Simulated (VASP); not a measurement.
Write the native input for VASP 6.6.1 that does the following.

```yaml
Task: single point
Functional: r2SCAN
Potentials_or_basis: VASP PAW PBE potentials, release 64 (Ti_sv, O)
Cutoff: 520 eV
k_mesh: 6 × 6 × 10
Occupations: gaussian, width 0.05 eV
Spin: no spin polarisation
Dipole_correction: no
Further_INCAR_settings: ALGO = Normal; EDIFF = 1e-06; NBANDS = 33
```

Crystal: TiO2.

```
CELL_PARAMETERS angstrom
4.59675 0.00000 0.00000
0.00000 4.59675 -0.22984
0.00000 -0.14768 2.95367
ATOMIC_POSITIONS crystal
Ti 0.00000 0.00000 0.00000
Ti 0.50000 0.50000 0.50000
O 0.30461 0.30461 0.00000
O 0.19539 0.80461 0.50000
O 0.69539 0.69539 0.00000
O 0.80461 0.19539 0.50000
```

This cell differs from its parent crystal: strain -0.1000 x Voigt [0, 0, 0, 1, 0, 0].

These files were run (other wordings do the same):

POSCAR

```
TiO2
1.0
    4.5967496901      0.0000000000      0.0000000000
    0.0000000000      4.5967496901     -0.2298374845
    0.0000000000     -0.1476835707      2.9536714147
Ti O
2 4
Direct
    0.0000000000      0.0000000000      0.0000000000
    0.5000000000      0.5000000000      0.5000000000
    0.3046118010      0.3046118010      0.0000000000
    0.1953881990      0.8046118010      0.5000000000
    0.6953881990      0.6953881990      0.0000000000
    0.8046118010      0.1953881990      0.5000000000
```

INCAR.step1

```
PREC     = Accurate       # precision mode
ENCUT    = 520            # plane-wave cutoff, eV
ISMEAR   = 0              # smearing method
SIGMA    = 0.05           # smearing width, eV
LREAL    = F              # projectors in reciprocal space
LASPH    = T              # aspherical terms in the spheres
NELM     = 100            # most SCF steps
NBANDS   = 33             # bands
GGA      = PE             # functional
ALGO     = Normal         # electronic algorithm
EDIFF    = 1E-4           # SCF threshold, eV
LWAVE    = T              # write WAVECAR
LCHARG   = F              # write CHGCAR
```

INCAR.step2

```
PREC     = Accurate       # precision mode
ENCUT    = 520            # plane-wave cutoff, eV
EDIFF    = 1E-6           # SCF threshold, eV
ISMEAR   = 0              # smearing method
SIGMA    = 0.05           # smearing width, eV
LREAL    = F              # projectors in reciprocal space
LASPH    = T              # aspherical terms in the spheres
NELM     = 100            # most SCF steps
ALGO     = Normal         # electronic algorithm
ISIF     = 2              # what is computed and relaxed
LWAVE    = F              # write WAVECAR
LCHARG   = T              # write CHGCAR
METAGGA  = R2SCAN         # meta-GGA
LMIXTAU  = T            
LELF     = T              # ELF
LVHAR    = T            
NBANDS   = 33             # bands
ISTART   = 1
```

KPOINTS

```
Automatic mesh
0
Gamma
  6 6 10
```

Potentials or basis: VASP PAW PBE potentials, release 64 (Ti_sv, O).

Run with:

```console
$ cat potpaw_PBE.64/Ti_sv/POTCAR potpaw_PBE.64/O/POTCAR > POTCAR
$ cp INCAR.step1 INCAR
$ mpirun -np 1 vasp_std > vasp.out
$ cp INCAR.step2 INCAR
$ mpirun -np 1 vasp_std > vasp.out
```

Results of the run:

The pressure is 3.6 GPa. The largest force is 0.624 eV/Å and the band gap on the k mesh is 2.19 eV (least direct gap 2.24 eV).

Caveat: the cell differs from its parent crystal (strain -0.1000 x Voigt [0, 0, 0, 1, 0, 0]); the cell stands under pressure; the PAW data sets were made with another functional, which shifts forces and pressure a little.

Run time: 23 min on 1 thread of Oxide Virtual Turin-like Processor, on a shared host, peak memory 0.29 GiB.
